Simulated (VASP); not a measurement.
# Si in VASP: single point with PBE+D3(BJ)

Aim: the single point of Si with PBE+D3(BJ).

Program: VASP 6.6.1. These are calculated values, not measurements. Logs are shortened: lines on timing, memory, paths and dates and some standing lists are left out, and cuts for length are marked.

**1. The cell of the first run**

The cell holds a slab with vacuum, 4 atoms: a = 3.848 Å, b = 3.848 Å, c = 18.442 Å, α = 90.00°, β = 90.00°, γ = 120.00°.

**2. Single point, PBE+D3(BJ)**

Contents of INCAR:

```
SYSTEM = Si
ALGO = Normal
DIPOL = 0.5 0.5 0.378
EDIFF = 1E-7
ENCUT = 520
GGA = PE
IDIPOL = 3
ISIF = 2
ISMEAR = 0
IVDW = 12
LASPH = .True.
LCHARG = .False.
LDIPOL = .True.
LREAL = .False.
LWAVE = .False.
NBANDS = 16
NELM = 80
PREC = Accurate
SIGMA = 0.1
```

Contents of KPOINTS:

```
k-points
0
Gamma
  9 9 1
  0 0 0
```

Contents of POSCAR:

```
Si
1.0
    3.8475254748      0.0000000000      0.0000000000
   -1.9237627374      3.3320548028      0.0000000000
    0.0000000000      0.0000000000     18.4415958287
Si
4
Direct
    0.3333333333      0.6666666667      0.2695427207
    0.6666666667      0.3333333333      0.2440135898
    0.6666666667      0.8333333333      0.5119728204
    0.3333333333      1.1666666667      0.4864436895
```

Potentials or basis: VASP PAW PBE potentials, release 64 (Si).

On the command line:

```sh
$ cat potpaw_PBE.64/Si/POTCAR > POTCAR
$ mpirun -np 1 vasp_std > vasp.out
```

OUTCAR:

```text
SYSTEM = Si
   EDIFF = 1E-7
   ENCUT = 520
   GGA = PE
   ISIF = 2
   ISMEAR = 0
   IVDW = 12
   LASPH = .True.
   LREAL = .False.
   NELM = 80
   PREC = Accurate
 IVDW          = 12

 ion  position               nearest neighbor table
   1  0.333  0.667  0.270-   2 2.27   2 2.27   2 2.27
   2  0.667  0.333  0.244-   1 2.27   1 2.27   1 2.27
   3  0.667  0.833  0.512-   4 2.27   4 2.27   4 2.27
   4  0.333  0.167  0.486-   3 2.27   3 2.27   3 2.27

  LATTYP: Found a hexagonal cell.
 ALAT       =     3.8475254748
 C/A-ratio  =     4.7931055816

  Lattice vectors:

 A1 = (   3.8475254748,   0.0000000000,   0.0000000000)
 A2 = (  -1.9237627374,   3.3320548028,   0.0000000000)
 A3 = (   0.0000000000,   0.0000000000,  18.4415958287)

Analysis of symmetry for initial positions (statically):
=====================================================================
 Subroutine PRICEL returns:
 Original cell was already a primitive cell.

 Routine SETGRP: Setting up the symmetry group for a
 hexagonal supercell.

 Subroutine GETGRP returns: Found  4 space group operations
 (whereof  2 operations were pure point group operations)
 out of a pool of 24 trial point group operations.

The static configuration has the point symmetry C_1h.
 The point group associated with its full space group is C_2v.

Analysis of symmetry for dynamics (positions and initial velocities):
=====================================================================
 Subroutine PRICEL returns:
 Original cell was already a primitive cell.

 Routine SETGRP: Setting up the symmetry group for a
 hexagonal supercell.

 Subroutine GETGRP returns: Found  4 space group operations
 (whereof  2 operations were pure point group operations)
 out of a pool of 24 trial point group operations.

The dynamic configuration has the point symmetry C_1h.
 The point group associated with its full space group is C_2v.

 Subroutine INISYM returns: Found  4 space group operations
 (whereof  2 operations are pure point group operations),
 and found     1 'primitive' translations

----------------------------------------------------------------------------------------

                                     Primitive cell

  volume of cell :     236.4243

  direct lattice vectors                    reciprocal lattice vectors
     3.847525475  0.000000000  0.000000000     0.259907311  0.150057556  0.000000000
    -1.923762737  3.332054803  0.000000000     0.000000000  0.300115112  0.000000000
     0.000000000  0.000000000 18.441595829     0.000000000  0.000000000  0.054225242

  length of vectors
     3.847525475  3.847525475 18.441595829     0.300115112  0.300115112  0.054225242

  position of ions in fractional coordinates (direct lattice)
     0.333333333  0.666666667  0.269542721
     0.666666667  0.333333333  0.244013590
     0.666666667  0.833333333  0.511972820
     0.333333333  0.166666667  0.486443689

  ion indices of the primitive-cell ions
   primitive index   ion index
                 1           1
                 2           2
                 3           3
                 4           4

----------------------------------------------------------------------------------------

 KPOINTS: k-points

Automatic generation of k-mesh.
 Grid dimensions read from file:
 generate k-points for:    9    9    1

 Generating k-lattice:

  Cartesian coordinates                     Fractional coordinates (reciprocal lattice)
     0.028878590  0.016673062  0.000000000     0.111111111  0.000000000  0.000000000
     0.000000000  0.033346124  0.000000000     0.000000000  0.111111111  0.000000000
     0.000000000  0.000000000  0.054225242     0.000000000  0.000000000  1.000000000

  Length of vectors
     0.033346124  0.033346124  0.054225242

  Shift w.r.t. Gamma in fractional coordinates (k-lattice)
     0.000000000  0.000000000  0.000000000

 Subroutine IBZKPT returns following result:
 ===========================================

 Found     25 irreducible k-points:

 Following reciprocal coordinates:
            Coordinates               Weight
  0.000000  0.000000  0.000000      1.000000
  0.111111  0.000000  0.000000      2.000000
  0.000000  0.111111  0.000000      4.000000
  0.222222  0.000000  0.000000      2.000000
  0.000000  0.222222  0.000000      4.000000
  0.333333  0.000000  0.000000      2.000000
[... 16 lines left out ...]
 -0.222222 -0.444444  0.000000      4.000000
  0.444444  0.333333  0.000000      4.000000
   k-points           NKPTS =     25   k-points in BZ     NKDIM =     25   number of bands    NBANDS=     16
   number of dos      NEDOS =    301   number of ions     NIONS =      4
   total plane-waves  NPLWV = 126000
   dimension x,y,z NGX =    30 NGY =   30 NGZ =  140
   dimension x,y,z NGXF=    60 NGYF=   60 NGZF=  280
   ions per type =               4
   NGX,Y,Z   is equivalent  to a cutoff of  12.96, 12.96, 12.62 a.u.
   NGXF,Y,Z  is equivalent  to a cutoff of  25.93, 25.93, 25.24 a.u.
 SYSTEM =  Si
   PREC   = accura    normal or accurate (medium, high low for compatibility)
   ISTART =      0    job   : 0-new  1-cont  2-samecut
   ICHARG =      2    charge: 1-file 2-atom 10-const
   ISPIN  =      1    spin polarized calculation?
   LNONCOLLINEAR =      F non collinear calculations
   LSORBIT =      F    spin-orbit coupling
   LASPH  =      T    aspherical Exc in radial PAW
   ENCUT  =  520.0 eV  38.22 Ry    6.18 a.u.   7.15  7.15 34.29*2*pi/ulx,y,z
   NELM   =     80;   NELMIN=  2; NELMDL= -5     # of ELM steps
   EDIFF  = 0.1E-06   stopping-criterion for ELM
   LREAL  =      F    real-space projection
   EDIFFG = 0.1E-05   stopping-criterion for IOM
   NSW    =      0    number of steps for IOM
   IBRION =     -1    ionic relax: 0-MD 1-quasi-New 2-CG
   NFREE  =      0    steps in history (QN), initial steepest desc. (CG)
   ISIF   =      2    stress and relaxation
   ISYM   =      2    0-nonsym 1-usesym 2-fastsym
   POTIM  = 0.5000    time-step for ionic-motion
   TEBEG  =    0.0;   TEEND  =   0.0 temperature during run
   PSTRESS=    0.0 pullay stress
   NELECT =      16.0000    total number of electrons
   NUPDOWN=      -1.0000    fix difference up-down
   EMIN   =  10.00;   EMAX   =-10.00  energy-range for DOS
   EFERMI =   0.00;   METHOD = LEGACY
   ISMEAR =     0;   SIGMA  =   0.10  broadening in eV -4-tet -1-fermi 0-gaus
   EFERMI_NEDOS =   21; number of points for ismear=-14 and -15
   IALGO  =     38    algorithm
   IMIX   =      4    mixing-type and parameters
     AMIX     =   0.40;   BMIX     =  1.00
     AMIX_MAG =   1.60;   BMIX_MAG =  1.00
  volume/ion in A,a.u.               =      59.11       398.87
  Fermi-wavevector in a.u.,A,eV,Ry     =   0.667141  1.260713  6.055637  0.445077
  Thomas-Fermi vector in A             =   1.741657
   LORBIT       =      0    0 simple, 1 ext, 2 COOP (PROOUT), +10 PAW based schemes
   GGA     = PE    functional components
   LHFCALC =     F    Hartree Fock is set to
   AEXX    =    0.0000 exact exchange contribution
   IVDW    =    12    specifies the selected vdW correction
   LEPSILON=     F    determine dielectric tensor
   LRPA    =     F    only Hartree local field effects (RPA)
 non-spin polarized calculation
 Gauss-broadening in eV      SIGMA  =   0.10
  energy-cutoff  :      520.00
  volume of cell :      236.42
 maximum number of plane-waves:      6399
 NGX is ok and might be reduce to    30
   NGX = 15   NGY = 15   NGZ = 69

 dipolmoment           0.000000      0.000000      0.000494 electrons x Angstroem

 number of electron      16.0000002 magnetization

 dipolmoment           0.000000      0.000000     -0.000001 electrons x Angstroem

 Free energy of the ion-electron system (eV)
  ---------------------------------------------------
  ext. energy  EPLUGINS =         0.00000000
  ---------------------------------------------------
  free energy    TOTEN  =       -19.16811008 eV

  energy without entropy =      -19.16725336  energy(sigma->0) =      -19.16768172

 E-fermi :  -1.0219     XC(G=0):  -4.2280

 val. band max:       -1.1304693096   @ k =   0.3333   0.3333   0.0000
 cond. band min:      -0.9132743761   @ k =   0.3333   0.3333   0.0000
 fundamental gap:      0.2171949335
 Fermi energy:        -1.0218715109

 k-point     1 :       0.0000    0.0000    0.0000
  band No.  band energies     occupation
      1     -12.1509      2.00000
      2     -12.0596      2.00000
      3      -4.6023      2.00000
      4      -3.7983      2.00000
      5      -2.2111      2.00000
      6      -2.1968      2.00000
[... 8 lines left out ...]
     15       2.0831      0.00000
     16       2.5027      0.00000

 k-point     2 :       0.1111    0.0000    0.0000
  band No.  band energies     occupation
      1     -12.0052      2.00000
      2     -11.9143      2.00000
      3      -4.4941      2.00000
      4      -3.7514      2.00000
      5      -3.1791      2.00000
      6      -3.0903      2.00000
[... 8 lines left out ...]
     15       2.6022      0.00000
     16       2.6081      0.00000

 k-point     3 :       0.0000    0.1111    0.0000
  band No.  band energies     occupation
      1     -12.0051      2.00000
      2     -11.9144      2.00000
      3      -4.4895      2.00000
      4      -3.7623      2.00000
      5      -3.1456      2.00000
      6      -3.1182      2.00000
[... 8 lines left out ...]
     15       2.5719      0.00000
     16       2.6011      0.00000
[... 362 lines left out ...]
 k-point    23 :      -0.2222   -0.4444    0.0000
  band No.  band energies     occupation
      1      -9.6411      2.00000
      2      -9.5860      2.00000
      3      -8.1001      2.00000
      4      -8.0276      2.00000
      5      -5.0812      2.00000
      6      -5.0293      2.00000
[... 8 lines left out ...]
     15       4.7347      0.00000
     16       5.1235      0.00000

 k-point    24 :       0.4444    0.3333    0.0000
  band No.  band energies     occupation
      1      -9.6438      2.00000
      2      -9.5838      2.00000
      3      -8.0715      2.00000
      4      -8.0562      2.00000
      5      -5.0725      2.00000
      6      -5.0373      2.00000
[... 8 lines left out ...]
     15       4.6694      0.00000
     16       5.0993      0.00000

 [... further k-points ...]

------------------------ aborting loop because EDIFF is reached ----------------------------------------

 vacuum level on the upper side and lower side of the slab       (xc-potential included)        -0.076        -0.073

 Edisp (eV)   -0.96287

 E8    (eV) :    -0.4085

  FORCE on cell =-STRESS in cart. coord.  units (eV):
  Direction    XX          YY          ZZ          XY          YZ          ZX
  --------------------------------------------------------------------------------------
  -------------------------------------------------------------------------------------
  Total      -0.16599    -0.12678    -0.85140    -0.03395     0.00000     0.00000
  in kB      -1.12486    -0.85917    -5.76971    -0.23009     0.00000     0.00000
  external pressure =       -2.58 kB  Pullay stress =        0.00 kB

 VOLUME and BASIS-vectors are now :
 -----------------------------------------------------------------------------
  energy-cutoff  :      520.00
  volume of cell :      236.42
      direct lattice vectors                 reciprocal lattice vectors
     3.847525475  0.000000000  0.000000000     0.259907311  0.150057556  0.000000000
    -1.923762737  3.332054803  0.000000000     0.000000000  0.300115112  0.000000000
     0.000000000  0.000000000 18.441595829     0.000000000  0.000000000  0.054225242

 POSITION                                       TOTAL-FORCE (eV/Angst)
 -----------------------------------------------------------------------------------
     -0.00000      2.22137      4.97080         0.002003      0.001156      0.148764
      1.92376      1.11068      4.50000        -0.002003     -0.001156      0.047113
      0.96188      2.77671      9.44160        -0.002003     -0.001156     -0.047113
      0.96188      0.55534      8.97080         0.002003      0.001156     -0.148764
 -----------------------------------------------------------------------------------
    total drift:                                0.000005      0.000003     -0.000004

  FREE ENERGIE OF THE ION-ELECTRON SYSTEM (eV)
  ---------------------------------------------------
  free  energy   TOTEN  =       -20.1309816444 eV

  energy  without entropy=      -20.1301249314  energy(sigma->0) =      -20.13055329

 vacuum level on the upper side and lower side of the slab         3.541         3.545
```

Wall time 85 s (1 thread of Intel Xeon 6975P-C (Granite Rapids), shared host); peak memory 0.36 GiB.

What came out:

* Free energy: -20.1310 eV
* Largest force: 0.149 eV/Å
* Band gap on the k mesh: 0.22 eV, direct
* Dispersion energy per atom: -0.241 eV

Forces in eV/Å, atoms in the order of the input:
```
Si   0.002  0.001  0.149
Si  -0.002 -0.001  0.047
Si  -0.002 -0.001 -0.047
Si   0.002  0.001 -0.149
```
